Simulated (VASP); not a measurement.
Here is a VASP 6.6.1 calculation.

The input INCAR:

```
SYSTEM = Si2BiTe2
  ALGO = Normal
  EDIFF = 1E-7
  ENCUT = 520
  GGA = PE
  ISIF = 2
  ISMEAR = 0
  LASPH = .True.
  LCHARG = .True.
  LELF = .True.
  LREAL = .False.
  LVHAR = .True.
  LWAVE = .False.
  NBANDS = 26
  NELM = 60
  PREC = Accurate
  SIGMA = 0.1
```

The input KPOINTS:

```
k-points
0
Gamma
  4 4 2
  0 0 0
```

The input POSCAR:

```
Si2BiTe2
1.0
    3.8237981800      0.0000000000      0.0000000000
    0.0000000000      3.8237981800      0.0000000000
    0.0000000000      0.0000000000     10.0444365000
Si Bi Te
2 1 2
Direct
    0.5000000000      0.5000000000      0.8101209200
    0.5000000000      0.5000000000      0.1898790800
    0.5000000000      0.5000000000      0.5000000000
    0.0000000000      0.0000000000      0.5000000000
    0.5000000000      0.5000000000      0.0000000000
```

Potentials or basis: VASP PAW PBE potentials, release 64 (Si, Bi_d, Te).

The run is started by

```console
$ cat potpaw_PBE.64/Si/POTCAR potpaw_PBE.64/Bi_d/POTCAR potpaw_PBE.64/Te/POTCAR > POTCAR
$ mpirun -np 1 vasp_std > vasp.out
```

Q: Predict the pressure.

A: 35.9 GPa.

Q: Predict the largest force.

A: 16.856 eV/Å.

Forces in eV/Å, atoms in the order of the input:
```
Si    0.000   0.000 -16.856
Si    0.000   0.000  16.856
Bi    0.000   0.000   0.000
Te    0.000   0.000   0.000
Te    0.000   0.000   0.000
```

Caveat: the k points lie up to 0.41 Å⁻¹ apart; forces of over 1 eV/Å act on the atoms, so gaps and moduli don't describe the material at rest.
